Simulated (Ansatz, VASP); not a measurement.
# One calculation of LiTa4O, two programs

The input INCAR:

```
ALGO     = Normal         # electronic algorithm
EDIFF    = 1E-6           # SCF threshold, eV
ENCUT    = 520            # plane-wave cutoff, eV
GGA      = PE             # functional
ISIF     = 2              # what is computed and relaxed
ISMEAR   = 0              # smearing method
LASPH    = True           # aspherical terms in the spheres
LCHARG   = False          # write CHGCAR
LREAL    = False          # projectors in reciprocal space
LWAVE    = False          # write WAVECAR
NBANDS   = 36             # bands
NELM     = 80             # most SCF steps
PREC     = Accurate       # precision mode
SIGMA    = 0.1            # smearing width, eV
```

The input KPOINTS:

```
k-points
0
Gamma
  4 4 4
```

The input POSCAR:

```
LiTa4O
1.0
    0.0000000000      3.6119502800      3.6119502800
    3.6119502800      0.0000000000      3.6119502800
    3.6119502800      3.6119502800      0.0000000000
Li Ta O
1 4 1
Direct
    0.0000000000      0.0000000000      0.0000000000
    0.8730919700      0.3756360100      0.3756360100
    0.3756360100      0.3756360100      0.3756360100
    0.3756360100      0.8730919700      0.3756360100
    0.3756360100      0.3756360100      0.8730919700
    0.7500000000      0.7500000000      0.7500000000
```

Input for Ansatz:

```yaml
crystal:
  lattice:
    - [0.0, 3.61195028, 3.61195028]
    - [3.61195028, 0.0, 3.61195028]
    - [3.61195028, 3.61195028, 0.0]
  atoms:
    - { symbol: Li, position: [0.0, 0.0, 0.0] }
    - { symbol: Ta, position: [0.87309197, 0.37563601, 0.37563601] }
    - { symbol: Ta, position: [0.37563601, 0.37563601, 0.37563601] }
    - { symbol: Ta, position: [0.37563601, 0.87309197, 0.37563601] }
    - { symbol: Ta, position: [0.37563601, 0.37563601, 0.87309197] }
    - { symbol: O, position: [0.75, 0.75, 0.75] }
basis:
  ecutwfc: 420
kpoints:
  mp_grid: { grid: [4, 4, 4] }
hamiltonian:
  xc: pbe
scf:
  occupations: { method: gaussian, width: 0.1 }
  lower_state_search: "off"
output:
  forces: true
  stress: true
  eigenvalues: true
```

Change from the starting cell: species swapped into the CeYAl4 type (F-43m, No. 216).

Alike in both runs: task single point; functional PBE; k mesh 4 × 4 × 4; occupations gaussian, width 0.1 eV; no spin polarisation.

```csv
,VASP,Ansatz
version,VASP 6.6.1,Ansatz 0.2.0
potentials or method,"VASP PAW PBE potentials, release 64 (Li_sv, Ta_pv, O), cutoff 520 eV","scalar-relativistic, plane waves, PAW"
valence electrons in the cell,53,61
```

VASP gave:

* gap on the k mesh at the Fermi level (eV): none
* rms of the force components (eV/Å): 1.041

**Question.** What did Ansatz give for the same quantities?

**Answer.** gap on the k mesh at the Fermi level (eV): none; rms of the force components (eV/Å): 1.036.

Atom by atom the forces differ by 0.005 eV/Å (rms over components). A gap of «none» marks a metal or a gap that the smearing closes. With one functional, cell and mesh, what is left measures potentials, basis and numerics. VASP's potentials hold 53 valence electrons a cell and Ansatz's 61, so a difference there can come from the potentials and not from the codes.

The k mesh is coarse, so the values compare programs but aren't converged. Spin-orbit coupling is off throughout. Noted on VASP's run: the cutoff is under 1.25 times that of the potentials, so the pressure is a little rough.
